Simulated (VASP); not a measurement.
# HgTe (F-43m) in VASP: a series of runs, part 2 of 3

VASP 6.6.1. Earlier steps stand in the parts before.

### Step 3. Single point, r2SCAN

Contents of POSCAR:

```
HgTe
1.0
    0.0000000000      3.2891578929      3.2891578929
    3.2891578929      0.0000000000      3.2891578929
    3.2891578929      3.2891578929      0.0000000000
Hg Te
1 1
Direct
    0.0000000000      0.0000000000      0.0000000000
    0.2500000000      0.2500000000      0.2500000000
```

Contents of INCAR.step1:

```
  PREC = Accurate
  ENCUT = 520
  ISMEAR = -1
  SIGMA = 0.02
  LREAL = F
  LASPH = T
  NELM = 100
  NBANDS = 16
  GGA = PE
  ALGO = Normal
  EDIFF = 1E-4
  LWAVE = T
  LCHARG = F
```

Contents of INCAR.step2:

```
  PREC = Accurate
  ENCUT = 520
  EDIFF = 1E-6
  ISMEAR = -1
  SIGMA = 0.02
  LREAL = F
  LASPH = T
  NELM = 100
  ALGO = Normal
  ISIF = 2
  LWAVE = F
  LCHARG = F
  METAGGA = R2SCAN
  LMIXTAU = T
  NBANDS = 16
  ISTART = 1
```

Contents of KPOINTS:

```
Automatic mesh
0
Gamma
  6 6 6
```

Potentials or basis: VASP PAW PBE potentials, release 64 (Hg, Te).

On the command line:

```sh
$ cat potpaw_PBE.64/Hg/POTCAR potpaw_PBE.64/Te/POTCAR > POTCAR
$ cp INCAR.step1 INCAR
$ mpirun -np 1 vasp_std > vasp.out
$ cp INCAR.step2 INCAR
$ mpirun -np 1 vasp_std > vasp.out
```

OUTCAR:

```text
PREC = Accurate
   ENCUT = 520
   EDIFF = 1E-6
   ISMEAR = -1
   LREAL = F
   LASPH = T
   NELM = 100
   ISIF = 2
   METAGGA = R2SCAN
   ISTART = 1

 ion  position               nearest neighbor table
   1  0.000  0.000  0.000-   2 2.85   2 2.85   2 2.85   2 2.85
   2  0.250  0.250  0.250-   1 2.85   1 2.85   1 2.85   1 2.85

  LATTYP: Found a face centered cubic cell.
 ALAT       =     6.5783157858

  Lattice vectors:

 A1 = (   0.0000000000,   3.2891578929,   3.2891578929)
 A2 = (   3.2891578929,   0.0000000000,   3.2891578929)
 A3 = (   3.2891578929,   3.2891578929,   0.0000000000)

Analysis of symmetry for initial positions (statically):
=====================================================================
 Subroutine PRICEL returns:
 Original cell was already a primitive cell.

 Routine SETGRP: Setting up the symmetry group for a
 face centered cubic supercell.

 Subroutine GETGRP returns: Found 24 space group operations
 (whereof 24 operations were pure point group operations)
 out of a pool of 48 trial point group operations.

The static configuration has the point symmetry T_d .

Analysis of symmetry for dynamics (positions and initial velocities):
=====================================================================
 Subroutine PRICEL returns:
 Original cell was already a primitive cell.

 Routine SETGRP: Setting up the symmetry group for a
 face centered cubic supercell.

 Subroutine GETGRP returns: Found 24 space group operations
 (whereof 24 operations were pure point group operations)
 out of a pool of 48 trial point group operations.

The dynamic configuration has the point symmetry T_d .

 Subroutine INISYM returns: Found 24 space group operations
 (whereof 24 operations are pure point group operations),
 and found     1 'primitive' translations

----------------------------------------------------------------------------------------

                                     Primitive cell

  volume of cell :      71.1679

  direct lattice vectors                    reciprocal lattice vectors
     0.000000000  3.289157893  3.289157893    -0.152014593  0.152014593  0.152014593
     3.289157893  0.000000000  3.289157893     0.152014593 -0.152014593  0.152014593
     3.289157893  3.289157893  0.000000000     0.152014593  0.152014593 -0.152014593

  length of vectors
     4.651571701  4.651571701  4.651571701     0.263296999  0.263296999  0.263296999

  position of ions in fractional coordinates (direct lattice)
[... 8 lines left out ...]
----------------------------------------------------------------------------------------

 KPOINTS: Automatic mesh

Automatic generation of k-mesh.
 Grid dimensions read from file:
 generate k-points for:    6    6    6

 Generating k-lattice:

  Cartesian coordinates                     Fractional coordinates (reciprocal lattice)
    -0.025335766  0.025335766  0.025335766     0.166666667  0.000000000  0.000000000
     0.025335766 -0.025335766  0.025335766     0.000000000  0.166666667  0.000000000
     0.025335766  0.025335766 -0.025335766     0.000000000  0.000000000  0.166666667

  Length of vectors
     0.043882833  0.043882833  0.043882833

  Shift w.r.t. Gamma in fractional coordinates (k-lattice)
     0.000000000  0.000000000  0.000000000

 Subroutine IBZKPT returns following result:
 ===========================================

 Found     16 irreducible k-points:

 Following reciprocal coordinates:
            Coordinates               Weight
  0.000000  0.000000  0.000000      1.000000
  0.166667  0.000000  0.000000      8.000000
  0.333333  0.000000  0.000000      8.000000
  0.500000  0.000000  0.000000      4.000000
  0.166667  0.166667  0.000000      6.000000
  0.333333  0.166667  0.000000     24.000000
[... 8 lines left out ...]
 -0.333333  0.333333  0.166667     24.000000
 -0.333333  0.500000  0.166667     12.000000
   k-points           NKPTS =     16   k-points in BZ     NKDIM =     16   number of bands    NBANDS=     16
   number of dos      NEDOS =    301   number of ions     NIONS =      2
   total plane-waves  NPLWV =  46656
   dimension x,y,z NGX =    36 NGY =   36 NGZ =   36
   dimension x,y,z NGXF=    72 NGYF=   72 NGZF=   72
   ions per type =               1   1
   NGX,Y,Z   is equivalent  to a cutoff of  12.87, 12.87, 12.87 a.u.
   NGXF,Y,Z  is equivalent  to a cutoff of  25.73, 25.73, 25.73 a.u.
 SYSTEM =  unknown system
   PREC   = accura    normal or accurate (medium, high low for compatibility)
   ISTART =      1    job   : 0-new  1-cont  2-samecut
   ICHARG =      0    charge: 1-file 2-atom 10-const
   ISPIN  =      1    spin polarized calculation?
   LNONCOLLINEAR =      F non collinear calculations
   LSORBIT =      F    spin-orbit coupling
   LASPH  =      T    aspherical Exc in radial PAW
   ENCUT  =  520.0 eV  38.22 Ry    6.18 a.u.   8.65  8.65  8.65*2*pi/ulx,y,z
   NELM   =    100;   NELMIN=  2; NELMDL=  0     # of ELM steps
   EDIFF  = 0.1E-05   stopping-criterion for ELM
   LREAL  =      F    real-space projection
   EDIFFG = 0.1E-04   stopping-criterion for IOM
   NSW    =      0    number of steps for IOM
   IBRION =     -1    ionic relax: 0-MD 1-quasi-New 2-CG
   NFREE  =      0    steps in history (QN), initial steepest desc. (CG)
   ISIF   =      2    stress and relaxation
   ISYM   =      2    0-nonsym 1-usesym 2-fastsym
   POTIM  = 0.5000    time-step for ionic-motion
   TEBEG  =    0.0;   TEEND  =   0.0 temperature during run
   PSTRESS=    0.0 pullay stress
   NELECT =      18.0000    total number of electrons
   NUPDOWN=      -1.0000    fix difference up-down
   EMIN   =  10.00;   EMAX   =-10.00  energy-range for DOS
   EFERMI =   0.00;   METHOD = LEGACY
   ISMEAR =    -1;   SIGMA  =   0.02  broadening in eV -4-tet -1-fermi 0-gaus
   EFERMI_NEDOS =   21; number of points for ismear=-14 and -15
   IALGO  =     38    algorithm
   IMIX   =      4    mixing-type and parameters
     AMIX     =   0.40;   BMIX     =  1.00
     AMIX_MAG =   1.60;   BMIX_MAG =  1.00
  volume/ion in A,a.u.               =      35.58       240.13
  Fermi-wavevector in a.u.,A,eV,Ry     =   1.035311  1.956455 14.583669  1.071869
  Thomas-Fermi vector in A             =   2.169648
   LORBIT       =      0    0 simple, 1 ext, 2 COOP (PROOUT), +10 PAW based schemes
   METAGGA = R2SCAN    functional components
   LHFCALC =     F    Hartree Fock is set to
   AEXX    =    0.0000 exact exchange contribution
   IVDW    =     0    specifies the selected vdW correction
   LEPSILON=     F    determine dielectric tensor
   LRPA    =     F    only Hartree local field effects (RPA)
 non-spin polarized calculation
  energy-cutoff  :      520.00
  volume of cell :       71.17
 maximum number of plane-waves:      1936
 NGX is ok and might be reduce to    36
   NGX = 17   NGY = 17   NGZ = 17

 number of electron      18.0000001 magnetization

 Free energy of the ion-electron system (eV)
  ---------------------------------------------------
  ext. energy  EPLUGINS =         0.00000000
  ---------------------------------------------------
  free energy    TOTEN  =       -75.15414961 eV

  energy without entropy =      -75.15379595  energy(sigma->0) =      -75.15397278

 E-fermi :   2.3368     XC(G=0):  -9.0639

 val. band max:        2.3229597327   @ k =   0.0000   0.0000   0.0000
 cond. band min:       3.2646958739   @ k =   0.5000   0.0000   0.0000
 fundamental gap:      0.9417361412
 Fermi energy:         2.3368229229

 k-point     1 :       0.0000    0.0000    0.0000
  band No.  band energies     occupation
      1      -9.7039      2.00000
      2      -5.0202      2.00000
      3      -5.0202      2.00000
      4      -5.0202      2.00000
      5      -4.5129      2.00000
      6      -4.5129      2.00000
[... 8 lines left out ...]
     15      12.2907      0.00000
     16      12.2907      0.00000

 k-point     2 :       0.1667    0.0000    0.0000
  band No.  band energies     occupation
      1      -9.5786      2.00000
      2      -4.9861      2.00000
      3      -4.9861      2.00000
      4      -4.9561      2.00000
      5      -4.5150      2.00000
      6      -4.5150      2.00000
[... 8 lines left out ...]
     15      11.3300      0.00000
     16      11.3300      0.00000
[... 235 lines left out ...]
      5      -4.5187      2.00000
      6      -4.0719      2.00000
[... 8 lines left out ...]
     15      13.1149      0.00000
     16      13.7528      0.00000

 k-point    16 :      -0.3333    0.5000    0.1667
  band No.  band energies     occupation
      1      -8.9816      2.00000
      2      -4.8004      2.00000
      3      -4.7520      2.00000
      4      -4.6226      2.00000
      5      -4.4951      2.00000
      6      -3.9788      2.00000
[... 8 lines left out ...]
     15      13.5968      0.00000
     16      13.8892      0.00000

------------------------ aborting loop because EDIFF is reached ----------------------------------------

  FORCE on cell =-STRESS in cart. coord.  units (eV):
  Direction    XX          YY          ZZ          XY          YZ          ZX
  --------------------------------------------------------------------------------------
  -------------------------------------------------------------------------------------
  Total        0.0078915      0.0078915      0.0078915      0.0000000      0.0000000      0.0000000
  in kB        0.1776579      0.1776579      0.1776579      0.0000000      0.0000000      0.0000000
  external PRESSURE =       0.1776579 kB  Pullay stress =       0.0000000 kB

 VOLUME and BASIS-vectors are now :
 -----------------------------------------------------------------------------
  energy-cutoff  :      520.00
  volume of cell :       71.17
      direct lattice vectors                 reciprocal lattice vectors
     0.000000000  3.289157893  3.289157893    -0.152014593  0.152014593  0.152014593
     3.289157893  0.000000000  3.289157893     0.152014593 -0.152014593  0.152014593
     3.289157893  3.289157893  0.000000000     0.152014593  0.152014593 -0.152014593

 POSITION                                       TOTAL-FORCE (eV/Angst)
 -----------------------------------------------------------------------------------
      0.00000      0.00000      0.00000         0.000000     -0.000000     -0.000000
      1.64458      1.64458      1.64458        -0.000000      0.000000      0.000000
 -----------------------------------------------------------------------------------
    total drift:                                0.000000      0.000000      0.000000

  FREE ENERGIE OF THE ION-ELECTRON SYSTEM (eV)
  ---------------------------------------------------
  free  energy   TOTEN  =       -75.1541496065 eV

  energy  without entropy=      -75.1537959508  energy(sigma->0) =      -75.15397278
```

OUTCAR.step1:

```text
PREC = Accurate
   ENCUT = 520
   ISMEAR = -1
   LREAL = F
   LASPH = T
   NELM = 100
[... 512 lines left out ...]
 -----------------------------------------------------------------------------------
      0.00000      0.00000      0.00000        -0.000000     -0.000000     -0.000000
      1.64458      1.64458      1.64458         0.000000      0.000000      0.000000
 -----------------------------------------------------------------------------------
    total drift:                                0.000000      0.000000      0.000000

  FREE ENERGIE OF THE ION-ELECTRON SYSTEM (eV)
  ---------------------------------------------------
  free  energy   TOTEN  =        -3.6305980426 eV

  energy  without entropy=       -3.6302443718  energy(sigma->0) =       -3.63042121
```

It took 36 s on 1 thread of Intel Xeon 6975P-C (Granite Rapids), shared host; peak memory 0.22 GiB.

What came out:

```yaml
Free_energy: -75.1541 eV
Pressure: 0.0 GPa
Band_gap_on_the_k_mesh: zero (filled and empty bands touch)
```

Caveat: the PAW data sets were made with another functional, which shifts forces and pressure a little; spin-orbit coupling is left out, which moves the levels of the heavy elements.

### Step 4. Relaxation of cell and atoms, PBE

This run uses another cell than the first one, of 30.00 Å³/atom, 0.843 times its volume.

Contents of INCAR:

```
SYSTEM = HgTe
PREC = Accurate ; ENCUT = 600
EDIFF = 1E-7 ; ISMEAR = -1
SIGMA = 0.02 ; LREAL = .False.
LASPH = .True. ; NELM = 80
ALGO = Normal ; ISIF = 3
LWAVE = .False. ; LCHARG = .False.
GGA = PE ; IBRION = 2
NSW = 80 ; EDIFFG = -0.005
```

Contents of KPOINTS:

```
Automatic mesh
0
Gamma
  6 6 6
  0 0 0
```

Contents of POSCAR:

```
HgTe
1.0
    0.0000000000      3.1072991488      3.1072991488
    3.1072991488      0.0000000000      3.1072991488
    3.1072991488      3.1072991488      0.0000000000
Hg Te
1 1
Direct
    0.0000000000      0.0000000000      0.0000000000
    0.2500000000      0.2500000000      0.2500000000
```

On the command line:

```sh
$ cat potpaw_PBE.64/Hg/POTCAR potpaw_PBE.64/Te/POTCAR > POTCAR
$ mpirun -np 1 vasp_std > vasp.out
```

Run time: 34 s. Hardware: 1 thread of Intel Xeon 6975P-C (Granite Rapids), shared host; peak memory 0.22 GiB.

The run converged. Its results:

* Free energy: -3.6392 eV
* Relaxed volume: 36.88 Å³/atom
* Relaxed cell: a = 4.707 Å, b = 4.707 Å, c = 4.707 Å, α = 60.00°, β = 60.00°, γ = 60.00°
* Space group after relaxing (to 0.05 Å): F-43m (No. 216)
* Energy gained by relaxing: 209.2 meV/atom
* Ionic steps: 5
* Pressure after relaxing: 0.0 GPa
* Band gap on the k mesh: zero (filled and empty bands touch)

Step by step:
| step | energy change (eV) | largest force (eV/Å) | pressure (GPa) | volume (Å³) |
| --- | --- | --- | --- | --- |
| 1 | 0.0000 | 0.0000 | 12.05 | 60.00 |
| 2 | -0.3430 | 0.0000 | -2.69 | 81.80 |
| 3 | -0.4183 | 0.0000 | 0.09 | 73.56 |
| 4 | -0.4183 | 0.0000 | -0.04 | 73.85 |
| 5 | -0.4184 | 0.0000 | 0.00 | 73.75 |

Final structure:
```
Hg Te
1.0
     0.00000    3.32851    3.32851
     3.32851    0.00000    3.32851
     3.32851    3.32851    0.00000
Hg Te
1 1
Direct
  0.00000 0.00000 0.00000
  0.25000 0.25000 0.25000
```

Levels at points of the mesh, in eV from the Fermi level:
```
           k point  band 5  band 6  band 7  band 8  band 9  band 10  band 11  band 12  band 13
(0.00, 0.00, 0.00)   -6.47   -6.47   -0.95   -0.01   -0.01    -0.01     4.36     4.36     4.36
(0.50, 0.00, 0.00)   -6.45   -6.22   -4.95   -0.84   -0.84     0.68     5.09     5.09     6.78
(0.50, 0.50, 0.00)   -6.42   -6.11   -4.98   -1.93   -1.93     1.89     2.70     7.90     8.48
```

Caveat: the volume moved by over 15 % at a fixed basis, so the end points are rough; spin-orbit coupling is left out, which moves the levels of the heavy elements.

### Step 5. Relaxation of cell and atoms, PBEsol

This run uses another cell than the first one, of 36.79 Å³/atom, 1.034 times its volume.

Contents of INCAR:

```
SYSTEM = HgTe
  PREC = Accurate
  ENCUT = 600
  EDIFF = 1E-6
  ISMEAR = -1
  SIGMA = 0.02
  LREAL = .FALSE.
  LASPH = .TRUE.
  NELM = 100
  ALGO = Normal
  ISIF = 3
  LWAVE = .FALSE.
  LCHARG = .FALSE.
  GGA = PS
  IBRION = 2
  NSW = 80
  EDIFFG = -0.005
```

Contents of KPOINTS:

```
regular mesh
0
G
  6 6 6
  0 0 0
```

Contents of POSCAR:

```
HgTe
1.0
    0.0000000000      3.3260106985      3.3260106985
    3.3260106985      0.0000000000      3.3260106985
    3.3260106985      3.3260106985      0.0000000000
Hg Te
1 1
Direct
    0.0000000000      0.0000000000      0.0000000000
    0.2500000000      0.2500000000      0.2500000000
```

On the command line:

```sh
$ cat potpaw_PBE.64/Hg/POTCAR potpaw_PBE.64/Te/POTCAR > POTCAR
$ mpirun -np 1 vasp_std > vasp.out
```

Wall time 27 s (1 thread of Intel Xeon 6975P-C (Granite Rapids), shared host); peak memory 0.24 GiB.

Results (log left out):

```
Free energy                            : -4.3647 eV
Relaxed volume                         : 34.64 Å³/atom
Relaxed cell                           : a = 4.610 Å, b = 4.610 Å, c = 4.610 Å, α = 60.00°, β = 60.00°, γ = 60.00°
Space group after relaxing (to 0.05 Å) : F-43m (No. 216)
Energy gained by relaxing              : 15.4 meV/atom
Ionic steps                            : 3
Pressure after relaxing                : 0.0 GPa
Band gap on the k mesh                 : zero (filled and empty bands touch)
```

Step by step:
| step | energy change (eV) | largest force (eV/Å) | pressure (GPa) | volume (Å³) |
| --- | --- | --- | --- | --- |
| 1 | 0.0000 | 0.0000 | -2.15 | 73.59 |
| 2 | -0.0293 | 0.0000 | 0.52 | 68.46 |
| 3 | -0.0307 | 0.0000 | 0.01 | 69.29 |

Final structure:
```yaml
crystal:
  lattice:
    - [0.00000, 3.25989, 3.25989]
    - [3.25989, 0.00000, 3.25989]
    - [3.25989, 3.25989, 0.00000]
  atoms:
    - { symbol: Hg, position: [0.00000, 0.00000, 0.00000] }
    - { symbol: Te, position: [0.25000, 0.25000, 0.25000] }
```

Levels at points of the mesh, in eV from the Fermi level:
```csv
k point,band 5,band 6,band 7,band 8,band 9,band 10,band 11,band 12,band 13
"(0.00, 0.00, 0.00)",-6.71,-6.71,-0.88,-0.01,-0.01,-0.01,4.21,4.21,4.21
"(0.50, 0.00, 0.00)",-6.69,-6.43,-5.38,-0.96,-0.96,0.62,4.99,4.99,6.71
"(0.50, 0.50, 0.00)",-6.65,-6.29,-5.35,-2.20,-2.20,1.84,2.43,7.99,8.69
```

Caveat: the PAW data sets were made with another functional, which shifts forces and pressure a little; spin-orbit coupling is left out, which moves the levels of the heavy elements.

[end of part 2 of 3]
